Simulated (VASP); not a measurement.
# Si: single point with PBE

Crystal: Si.

```
Si
1.0
    -3.29966    3.29966    3.29966
     3.29966   -3.29966    3.29966
     3.29966    3.29966   -3.29966
Si
8
Direct
  0.20285 0.20285 0.20285
  0.50000 0.00000 0.29715
  0.29715 0.50000 0.00000
  0.00000 0.29715 0.50000
  0.79715 0.79715 0.79715
  0.50000 0.00000 0.70285
  0.70285 0.50000 0.00000
  0.00000 0.70285 0.50000
```

```yaml
Program: VASP 6.6.1
Task: single point
Functional: PBE
Potentials_or_basis: VASP PAW PBE potentials, release 64 (Si)
Cutoff: 520 eV
k_mesh: 10 × 10 × 10
Occupations: gaussian, width 0.15 eV
Spin: no spin polarisation
Dipole_correction: no
Further_INCAR_settings: ALGO = Normal; EDIFF = 1e-06; NBANDS = 26
```

| Property | Result |
| --- | --- |
| Pressure | 2.7 GPa |
| Largest force | 0.129 eV/Å |
| Band gap on the k mesh | zero (bands 16 and 17 overlap by 0.14 eV) |

Forces in eV/Å, atoms in the order of the input:
```
Si   0.074  0.074  0.074
Si  -0.074 -0.074  0.074
Si   0.074 -0.074 -0.074
Si  -0.074  0.074 -0.074
Si  -0.074 -0.074 -0.074
Si   0.074  0.074 -0.074
Si  -0.074  0.074  0.074
Si   0.074 -0.074  0.074
```

Levels at points of the mesh, in eV from the Fermi level:
| k point | band 12 | band 13 | band 14 | band 15 | band 16 | band 17 | band 18 | band 19 | band 20 | band 21 |
| --- | --- | --- | --- | --- | --- | --- | --- | --- | --- | --- |
| (0.00, 0.00, 0.00) | -4.15 | -4.15 | -1.47 | -1.47 | -0.86 | 1.70 | 1.70 | 1.70 | 3.74 | 3.74 |
| (0.50, 0.00, 0.00) | -2.68 | -2.18 | -2.18 | -1.34 | -1.34 | 0.40 | 0.40 | 2.06 | 2.06 | 2.18 |
| (0.50, 0.50, 0.50) | -2.62 | -2.62 | -0.56 | 0.18 | 0.18 | 0.18 | 2.92 | 2.92 | 2.92 | 2.93 |

Run time: 5.7 min on 1 thread of Intel Xeon 8259CL, on a shared host, peak memory 0.4 GiB.

Caveat: semilocal functionals underestimate gaps, and a narrow one can read as zero.
